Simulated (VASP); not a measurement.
Set up this calculation in VASP 6.6.1, as the native input.

```yaml
Task: single point
Functional: PBE
Potentials_or_basis: VASP PAW PBE potentials, release 64 (Si, O)
Cutoff: 520 eV
k_mesh: 6 × 6 × 6
Occupations: gaussian, width 0.02 eV
Spin: no spin polarisation
Dipole_correction: no
Further_INCAR_settings: ALGO = Normal; EDIFF = 1e-06; NBANDS = 44
```

The structure of SiO2 lies in POSCAR:

```
SiO2
1.0
   -2.6575681144      3.7332725128      4.4799453369
    2.6575681144     -3.7332725128      4.4799453369
    2.6575681144      3.7332725128     -4.4799453369
Si O
4 8
Direct
    0.8610864866      0.8237762038      0.0373102827
    0.7135340789      0.1762237962      0.5373102827
    0.1389135134      0.1762237962      0.9626897173
    0.2864659211      0.8237762038      0.4626897173
    0.0421001082      0.7921001082      0.2500000000
    0.9578998918      0.2078998918      0.7500000000
    0.6991416617      0.5000000000      0.6991416617
    0.3008583383      0.0000000000      0.8008583383
    0.3008583383      0.5000000000      0.3008583383
    0.6991416617      0.0000000000      0.1991416617
    0.0000000000      0.0000000000      0.0000000000
    0.5000000000      0.0000000000      0.5000000000
```

The input as run:

INCAR

```
SYSTEM = SiO2
PREC = Accurate
ENCUT = 520
EDIFF = 1E-6
ISMEAR = 0
SIGMA = 0.02
LREAL = .False.
LASPH = .True.
NELM = 80
ALGO = Normal
ISIF = 2
LWAVE = .False.
LCHARG = .False.
GGA = PE
NBANDS = 44
```

KPOINTS

```
regular mesh
0
Gamma
  6 6 6
  0 0 0
```

Potentials or basis: VASP PAW PBE potentials, release 64 (Si, O).

Command:

```console
$ cat potpaw_PBE.64/Si/POTCAR potpaw_PBE.64/O/POTCAR > POTCAR
$ mpirun -np 1 vasp_std > vasp.out
```

Results of the run:

```
Pressure               : 4.1 GPa
Largest force          : 0.040 eV/Å
Band gap on the k mesh : 5.47 eV (least direct gap 5.48 eV)
```

Caveat: the cell stands under pressure.

Run time: 7.1 min on 1 thread of Oxide Virtual Turin-like Processor, with other jobs on the host, peak memory 0.42 GiB.
